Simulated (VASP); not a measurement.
Runs of VASP 6.6.1 on P. The structure is that of space group Fm-3m (No. 225), or close to it. The cells are those of the table. 

| task | cell | k mesh | cutoff (eV) | gap on the mesh (eV) | pressure (GPa) |
| --- | --- | --- | --- | --- | --- |
| single point | a = 2.856 Å, angles 60.0°, 1 atom | 16 × 16 × 16 | 520 | none | (a) |
| relaxation of cell and atoms | relaxed from a = 2.782 Å, angles 60.0°, 1 atom | 14 × 14 × 14 | 600 | none | 0.0 |
| single point | a = 2.821 Å, angles 60.0°, 1 atom | 16 × 16 × 16 | 520 | none | (b) |
| single point | a = 2.750 Å, angles 60.0°, 1 atom | 14 × 14 × 14 | 520 | none | -0.4 |
| single point | a = 2.675 Å, angles 60.0°, 1 atom | 16 × 16 × 16 | 520 | none | 8.7 |
| single point | a = 2.750 Å, angles 60.0°, 1 atom | 23 × 23 × 23 | 520 | none | -0.5 |
| single point | a = 2.635 Å, angles 60.0°, 1 atom | 16 × 16 × 16 | 520 | none | 14.4 |
| single point | a = 2.786 Å, angles 60.0°, 1 atom | 16 × 16 × 16 | 520 | none | -3.4 |
| single point | a = 2.750 Å, angles 60.0°, 1 atom | 16 × 16 × 16 | 520 | none | (c) |
| single point | a = 2.713 Å, angles 60.0°, 1 atom | 16 × 16 × 16 | 520 | none | 3.9 |

Alike in all rows: level revPBE; potentials or basis VASP PAW PBE potentials, release 64 (P); no spin polarisation; smearing fermi-dirac 0.1 eV.

Question: Estimate the missing entries.

Answer: (a) -8.3; (b) -6.2; (c) -0.1.

Caveats: the PAW data sets were made with another functional, which shifts forces and pressure a little.

A gap of «none» marks levels without a gap at the run's occupations.
